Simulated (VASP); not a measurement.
# AlN (P6_3mc) in VASP: notebook, part 2 of 3

VASP 6.6.1. Earlier steps stand in the parts before.

## Step 3: Single point, PBE (strain +0.030 along x and y, +0.000 along z)

Contents of INCAR:

```
  PREC = Accurate
  ENCUT = 520
  EDIFF = 1E-6
  ISMEAR = 0
  SIGMA = 0.05
  LREAL = False
  LASPH = True
  NELM = 80
  ALGO = Normal
  ISIF = 2
  LWAVE = False
  LCHARG = False
  GGA = PE
  NBANDS = 16
```

Contents of KPOINTS:

```
Automatic mesh
0
Gamma
  12 12 6
```

Contents of POSCAR:

```
AlN
1.0
    3.2043322161      0.0000000000      0.0000000000
   -1.6021661081      2.7750331013      0.0000000000
    0.0000000000      0.0000000000      4.9780000000
Al N
2 2
Direct
    0.3333333333      0.6666666667      0.0000000000
    0.6666666667      0.3333333333      0.5000000000
    0.3333333333      0.6666666667      0.3850000000
    0.6666666667      0.3333333333      0.8850000000
```

Potentials or basis: VASP PAW PBE potentials, release 64 (Al, N).

The run is started by

```sh
> cat potpaw_PBE.64/Al/POTCAR potpaw_PBE.64/N/POTCAR > POTCAR
> mpirun -np 1 vasp_std > vasp.out
```

OUTCAR:

```text
PREC = Accurate
   ENCUT = 520
   EDIFF = 1E-6
   ISMEAR = 0
   LREAL = False
   LASPH = True
   NELM = 80
   ISIF = 2
   GGA = PE

 ion  position               nearest neighbor table
   1  0.333  0.667  0.000-   3 1.92   4 1.94   4 1.94   4 1.94   2 3.10   2 3.10   2 3.10   2 3.10
                             2 3.10   2 3.10
   2  0.667  0.333  0.500-   4 1.92   3 1.94   3 1.94   3 1.94   1 3.10   1 3.10   1 3.10   1 3.10
                             1 3.10   1 3.10
   3  0.333  0.667  0.385-   1 1.92   2 1.94   2 1.94   2 1.94
   4  0.667  0.333  0.885-   2 1.92   1 1.94   1 1.94   1 1.94

  LATTYP: Found a hexagonal cell.
 ALAT       =     3.2043322161
 C/A-ratio  =     1.5535218149

  Lattice vectors:

 A1 = (   3.2043322161,   0.0000000000,   0.0000000000)
 A2 = (  -1.6021661081,   2.7750331013,   0.0000000000)
 A3 = (   0.0000000000,   0.0000000000,   4.9780000000)

Analysis of symmetry for initial positions (statically):
=====================================================================
 Subroutine PRICEL returns:
 Original cell was already a primitive cell.

 Routine SETGRP: Setting up the symmetry group for a
 hexagonal supercell.

 Subroutine GETGRP returns: Found 12 space group operations
 (whereof  6 operations were pure point group operations)
 out of a pool of 24 trial point group operations.

The static configuration has the point symmetry C_3v.
 The point group associated with its full space group is C_6v.

Analysis of symmetry for dynamics (positions and initial velocities):
=====================================================================
 Subroutine PRICEL returns:
 Original cell was already a primitive cell.

 Routine SETGRP: Setting up the symmetry group for a
 hexagonal supercell.

 Subroutine GETGRP returns: Found 12 space group operations
 (whereof  6 operations were pure point group operations)
 out of a pool of 24 trial point group operations.

The dynamic configuration has the point symmetry C_3v.
 The point group associated with its full space group is C_6v.

 Subroutine INISYM returns: Found 12 space group operations
 (whereof  6 operations are pure point group operations),
 and found     1 'primitive' translations

----------------------------------------------------------------------------------------

                                     Primitive cell

  volume of cell :      44.2650

  direct lattice vectors                    reciprocal lattice vectors
     3.204332216  0.000000000  0.000000000     0.312077504  0.180178031  0.000000000
    -1.602166108  2.775033101  0.000000000     0.000000000  0.360356062  0.000000000
     0.000000000  0.000000000  4.978000000     0.000000000  0.000000000  0.200883889

  length of vectors
     3.204332216  3.204332216  4.978000000     0.360356062  0.360356062  0.200883889

  position of ions in fractional coordinates (direct lattice)
     0.333333333  0.666666667  0.000000000
     0.666666667  0.333333333  0.500000000
     0.333333333  0.666666667  0.385000000
     0.666666667  0.333333333  0.885000000

  ion indices of the primitive-cell ions
   primitive index   ion index
                 1           1
                 2           2
                 3           3
                 4           4

----------------------------------------------------------------------------------------

 KPOINTS: Automatic mesh

Automatic generation of k-mesh.
 Grid dimensions read from file:
 generate k-points for:   12   12    6

 Generating k-lattice:

  Cartesian coordinates                     Fractional coordinates (reciprocal lattice)
     0.026006459  0.015014836  0.000000000     0.083333333  0.000000000  0.000000000
     0.000000000  0.030029672  0.000000000     0.000000000  0.083333333  0.000000000
     0.000000000  0.000000000  0.033480648     0.000000000  0.000000000  0.166666667

  Length of vectors
     0.030029672  0.030029672  0.033480648

  Shift w.r.t. Gamma in fractional coordinates (k-lattice)
     0.000000000  0.000000000  0.000000000

 Subroutine IBZKPT returns following result:
 ===========================================

 Found     76 irreducible k-points:

 Following reciprocal coordinates:
            Coordinates               Weight
  0.000000  0.000000  0.000000      1.000000
  0.083333 -0.000000  0.000000      6.000000
  0.166667 -0.000000  0.000000      6.000000
  0.250000 -0.000000  0.000000      6.000000
  0.333333 -0.000000  0.000000      6.000000
  0.416667 -0.000000  0.000000      6.000000
[... 16 lines left out ...]
  0.250000 -0.000000  0.166667     12.000000
  0.333333 -0.000000  0.166667     12.000000
 [... further k-points ...]
   k-points           NKPTS =     76   k-points in BZ     NKDIM =     76   number of bands    NBANDS=     16
   number of dos      NEDOS =    301   number of ions     NIONS =      4
   total plane-waves  NPLWV =  23040
   dimension x,y,z NGX =    24 NGY =   24 NGZ =   40
   dimension x,y,z NGXF=    48 NGYF=   48 NGZF=   80
   ions per type =               2   2
   NGX,Y,Z   is equivalent  to a cutoff of  12.45, 12.45, 13.36 a.u.
   NGXF,Y,Z  is equivalent  to a cutoff of  24.90, 24.90, 26.72 a.u.
 SYSTEM =  unknown system
   PREC   = accura    normal or accurate (medium, high low for compatibility)
   ISTART =      0    job   : 0-new  1-cont  2-samecut
   ICHARG =      2    charge: 1-file 2-atom 10-const
   ISPIN  =      1    spin polarized calculation?
   LNONCOLLINEAR =      F non collinear calculations
   LSORBIT =      F    spin-orbit coupling
   LASPH  =      T    aspherical Exc in radial PAW
   ENCUT  =  520.0 eV  38.22 Ry    6.18 a.u.   5.96  5.96  9.26*2*pi/ulx,y,z
   NELM   =     80;   NELMIN=  2; NELMDL= -5     # of ELM steps
   EDIFF  = 0.1E-05   stopping-criterion for ELM
   LREAL  =      F    real-space projection
   EDIFFG = 0.1E-04   stopping-criterion for IOM
   NSW    =      0    number of steps for IOM
   IBRION =     -1    ionic relax: 0-MD 1-quasi-New 2-CG
   NFREE  =      0    steps in history (QN), initial steepest desc. (CG)
   ISIF   =      2    stress and relaxation
   ISYM   =      2    0-nonsym 1-usesym 2-fastsym
   POTIM  = 0.5000    time-step for ionic-motion
   TEBEG  =    0.0;   TEEND  =   0.0 temperature during run
   PSTRESS=    0.0 pullay stress
   NELECT =      16.0000    total number of electrons
   NUPDOWN=      -1.0000    fix difference up-down
   EMIN   =  10.00;   EMAX   =-10.00  energy-range for DOS
   EFERMI =   0.00;   METHOD = LEGACY
   ISMEAR =     0;   SIGMA  =   0.05  broadening in eV -4-tet -1-fermi 0-gaus
   EFERMI_NEDOS =   21; number of points for ismear=-14 and -15
   IALGO  =     38    algorithm
   IMIX   =      4    mixing-type and parameters
     AMIX     =   0.40;   BMIX     =  1.00
     AMIX_MAG =   1.60;   BMIX_MAG =  1.00
  volume/ion in A,a.u.               =      11.07        74.68
  Fermi-wavevector in a.u.,A,eV,Ry     =   1.166168  2.203739 18.503228  1.359949
  Thomas-Fermi vector in A             =   2.302685
   LORBIT       =      0    0 simple, 1 ext, 2 COOP (PROOUT), +10 PAW based schemes
   GGA     = PE    functional components
   LHFCALC =     F    Hartree Fock is set to
   AEXX    =    0.0000 exact exchange contribution
   IVDW    =     0    specifies the selected vdW correction
   LEPSILON=     F    determine dielectric tensor
   LRPA    =     F    only Hartree local field effects (RPA)
 non-spin polarized calculation
 Gauss-broadening in eV      SIGMA  =   0.05
  energy-cutoff  :      520.00
  volume of cell :       44.27
 maximum number of plane-waves:      1212
 NGX is ok and might be reduce to    24
   NGX = 11   NGY = 11   NGZ = 19

 number of electron      16.0000004 magnetization

 Free energy of the ion-electron system (eV)
  ---------------------------------------------------
  ext. energy  EPLUGINS =         0.00000000
  ---------------------------------------------------
  free energy    TOTEN  =       -29.71315167 eV

  energy without entropy =      -29.71315167  energy(sigma->0) =      -29.71315167

 E-fermi :   6.0132     XC(G=0): -10.6593

 val. band max:        5.7437305086   @ k =   0.0000   0.0000   0.0000
 cond. band min:       9.3279477725   @ k =   0.0000   0.0000   0.0000
 fundamental gap:      3.5842172639
 Fermi energy:         6.0131991907

 k-point     1 :       0.0000    0.0000    0.0000
  band No.  band energies     occupation
      1      -9.2394      2.00000
      2      -7.1471      2.00000
      3      -0.0305      2.00000
      4       4.6425      2.00000
      5       4.6425      2.00000
      6       5.3643      2.00000
[... 433 lines left out ...]
      3       0.8611      2.00000
      4       1.8345      2.00000
      5       2.4500      2.00000
      6       3.7841      2.00000
[... 8 lines left out ...]
     15      17.5353      0.00000
     16      19.1476      0.00000

 [... further k-points ...]
[... 5 lines left out ...]
  --------------------------------------------------------------------------------------
  -------------------------------------------------------------------------------------
  Total       -2.9213833     -2.9213833     -0.3306378      0.0000000     -0.0000000      0.0000000
  in kB     -105.7398089   -105.7398089    -11.9674730      0.0000000     -0.0000000      0.0000000
  external PRESSURE =     -74.4823636 kB  Pullay stress =       0.0000000 kB

 VOLUME and BASIS-vectors are now :
 -----------------------------------------------------------------------------
  energy-cutoff  :      520.00
  volume of cell :       44.27
      direct lattice vectors                 reciprocal lattice vectors
     3.204332216  0.000000000  0.000000000     0.312077504  0.180178031  0.000000000
    -1.602166108  2.775033101  0.000000000     0.000000000  0.360356062  0.000000000
     0.000000000  0.000000000  4.978000000     0.000000000  0.000000000  0.200883889

 POSITION                                       TOTAL-FORCE (eV/Angst)
 -----------------------------------------------------------------------------------
     -0.00000      1.85002      0.00000         0.000000     -0.000000     -0.094211
      1.60217      0.92501      2.48900        -0.000000      0.000000     -0.094211
     -0.00000      1.85002      1.91653         0.000000      0.000000      0.094211
      1.60217      0.92501      4.40553        -0.000000     -0.000000      0.094211
 -----------------------------------------------------------------------------------
    total drift:                               -0.000000      0.000000      0.000149

  FREE ENERGIE OF THE ION-ELECTRON SYSTEM (eV)
  ---------------------------------------------------
  free  energy   TOTEN  =       -29.7131516686 eV

  energy  without entropy=      -29.7131516686  energy(sigma->0) =      -29.71315167
```

OSZICAR:

```text
N       E                     dE             d eps       ncg     rms          rms(c)
DAV:   1     0.423143835552E+02    0.42314E+02   -0.72679E+03  2432   0.890E+02
DAV:   2    -0.305122323902E+02   -0.72827E+02   -0.66523E+02  3416   0.186E+02
DAV:   3    -0.342296923284E+02   -0.37175E+01   -0.37055E+01  3008   0.434E+01
DAV:   4    -0.342535159891E+02   -0.23824E-01   -0.23822E-01  3064   0.393E+00
DAV:   5    -0.342538337686E+02   -0.31778E-03   -0.31778E-03  3048   0.456E-01    0.118E+01
DAV:   6    -0.296961626692E+02    0.45577E+01   -0.10637E+01  2968   0.234E+01    0.402E+00
DAV:   7    -0.297254282305E+02   -0.29266E-01   -0.61991E-01  2536   0.559E+00    0.286E+00
DAV:   8    -0.297184346884E+02    0.69935E-02   -0.68271E-02  2720   0.242E+00    0.700E-01
DAV:   9    -0.297125648017E+02    0.58699E-02   -0.13102E-02  3152   0.857E-01    0.266E-01
DAV:  10    -0.297132507153E+02   -0.68591E-03   -0.26672E-03  2624   0.325E-01    0.150E-01
DAV:  11    -0.297131477281E+02    0.10299E-03   -0.21604E-04  2832   0.114E-01    0.358E-02
DAV:  12    -0.297131518440E+02   -0.41160E-05   -0.13605E-05  2744   0.292E-02    0.912E-03
DAV:  13    -0.297131516686E+02    0.17549E-06   -0.54562E-06  2760   0.179E-02
   1 F= -.29713152E+02 E0= -.29713152E+02  d E =-.793849E-17
```

Wall time 45 s (1 thread of Intel Xeon 8259CL, shared host); peak memory 0.18 GiB.

What came out:

- Free energy: -29.7132 eV
- Pressure: -7.4 GPa
- Largest force: 0.094 eV/Å
- Band gap on the k mesh: 3.58 eV, direct

Forces on the atoms (eV/Å):
```
Al   0.000  0.000 -0.094
Al   0.000  0.000 -0.094
N    0.000  0.000  0.094
N    0.000  0.000  0.094
```

Stress tensor (GPa, compression positive):
```
-10.57   0.00   0.00
  0.00 -10.57   0.00
  0.00   0.00  -1.20
```

Caveat: the cell differs from its parent crystal (strain +0.030 along x and y, +0.000 along z). A k mesh can miss the band edges.

## Step 4: Single point, PBE (strain +0.015 along x and y, +0.030 along z)

Contents of INCAR:

```
SYSTEM = AlN
  ALGO = Normal
  EDIFF = 1E-7
  ENCUT = 520
  GGA = PE
  ISIF = 2
  ISMEAR = 0
  LASPH = .TRUE.
  LCHARG = .TRUE.
  LELF = .TRUE.
  LREAL = .FALSE.
  LVHAR = .TRUE.
  LWAVE = .FALSE.
  NBANDS = 16
  NELM = 80
  PREC = Accurate
  SIGMA = 0.05
```

Contents of KPOINTS:

```
k-points
0
G
  12 12 6
  0 0 0
```

Contents of POSCAR:

```
AlN
1.0
    3.1576671839      0.0000000000      0.0000000000
   -1.5788335919      2.7346199979      0.0000000000
    0.0000000000      0.0000000000      5.1273400000
Al N
2 2
Direct
    0.3333333333      0.6666666667      0.0000000000
    0.6666666667      0.3333333333      0.5000000000
    0.3333333333      0.6666666667      0.3850000000
    0.6666666667      0.3333333333      0.8850000000
```

The run is started by

```sh
> cat potpaw_PBE.64/Al/POTCAR potpaw_PBE.64/N/POTCAR > POTCAR
> mpirun -np 1 vasp_std > vasp.out
```

It took 46 s on 1 thread of Intel Xeon 8259CL, shared host; peak memory 0.18 GiB.

The run converged. Its results:

```
Free energy            : -29.7293 eV
Pressure               : -7.1 GPa
Largest force          : 0.284 eV/Å
Band gap on the k mesh : 3.68 eV, direct
```

Forces in eV/Å, atoms in the order of the input:
```
Al   0.000  0.000  0.284
Al   0.000  0.000  0.284
N    0.000  0.000 -0.284
N    0.000  0.000 -0.284
```

Stress tensor (GPa, compression positive):
```
 -5.32   0.00   0.00
  0.00  -5.32   0.00
  0.00   0.00 -10.52
```

Levels at points of the mesh, in eV from the valence-band top:
| k point | band 4 | band 5 | band 6 | band 7 | band 8 | band 9 | band 10 | band 11 | band 12 | band 13 |
| --- | --- | --- | --- | --- | --- | --- | --- | --- | --- | --- |
| (0.00, 0.00, 0.00) | -0.82 | -0.82 | -0.22 | -0.22 | 0.00 | 3.68 | 6.28 | 10.10 | 10.83 | 10.83 |
| (0.50, 0.00, 0.00) | -4.11 | -3.19 | -1.99 | -1.66 | -0.72 | 5.61 | 5.68 | 7.66 | 9.81 | 10.64 |
| (0.00, 0.00, 0.50) | -3.27 | -0.53 | -0.53 | -0.53 | -0.53 | 6.02 | 6.02 | 9.78 | 9.78 | 11.15 |
| (0.50, 0.00, 0.50) | -5.39 | -1.42 | -1.42 | -1.33 | -1.33 | 5.07 | 5.07 | 8.83 | 8.83 | 11.10 |

Caveat: the cell differs from its parent crystal (strain +0.015 along x and y, +0.030 along z).

## Step 5: Single point, PBE (strain +0.030 along x and y, +0.015 along z)

Contents of INCAR:

```
SYSTEM = AlN
ALGO = Normal ; EDIFF = 1E-6
ENCUT = 520 ; GGA = PE
ISIF = 2 ; ISMEAR = 0
LASPH = .TRUE. ; LCHARG = .FALSE.
LREAL = .FALSE. ; LWAVE = .FALSE.
NBANDS = 16 ; NELM = 100
PREC = Accurate ; SIGMA = 0.05
```

KPOINTS is that of step 4.

Contents of POSCAR:

```
AlN
1.0
    3.2043322161      0.0000000000      0.0000000000
   -1.6021661081      2.7750331013      0.0000000000
    0.0000000000      0.0000000000      5.0526700000
Al N
2 2
Direct
    0.3333333333      0.6666666667      0.0000000000
    0.6666666667      0.3333333333      0.5000000000
    0.3333333333      0.6666666667      0.3850000000
    0.6666666667      0.3333333333      0.8850000000
```

The run is started by

```sh
> cat potpaw_PBE.64/Al/POTCAR potpaw_PBE.64/N/POTCAR > POTCAR
> mpirun -np 1 vasp_std > vasp.out
```

Wall time 40 s (1 thread of Intel Xeon 8259CL, shared host); peak memory 0.18 GiB.

Results (log left out):

| Item | Value |
| --- | --- |
| Free energy | -29.6967 eV |
| Pressure | -9.8 GPa |
| Largest force | 0.063 eV/Å |
| Band gap on the k mesh | 3.50 eV, direct |

Forces on the atoms (eV/Å):
```
Al   0.000  0.000  0.063
Al   0.000  0.000  0.063
N    0.000  0.000 -0.063
N    0.000  0.000 -0.063
```

Stress tensor (GPa, compression positive):
```
-11.27   0.00   0.00
  0.00 -11.27   0.00
  0.00   0.00  -6.79
```

Levels at points of the mesh, in eV from the valence-band top:
| k point | band 6 | band 7 | band 8 | band 9 | band 10 | band 11 |
| --- | --- | --- | --- | --- | --- | --- |
| (0.00, 0.00, 0.00) | -0.33 | -0.33 | 0.00 | 3.50 | 5.81 | 10.05 |
| (0.50, 0.00, 0.00) | -2.16 | -1.73 | -0.77 | 5.40 | 5.66 | 7.47 |
| (0.00, 0.00, 0.50) | -0.67 | -0.67 | -0.67 | 5.72 | 5.72 | 9.71 |
| (0.50, 0.00, 0.50) | -1.54 | -1.33 | -1.33 | 5.02 | 5.02 | 8.71 |

Caveat: the cell differs from its parent crystal (strain +0.030 along x and y, +0.015 along z).

(Part 2 of 3 ends here.)
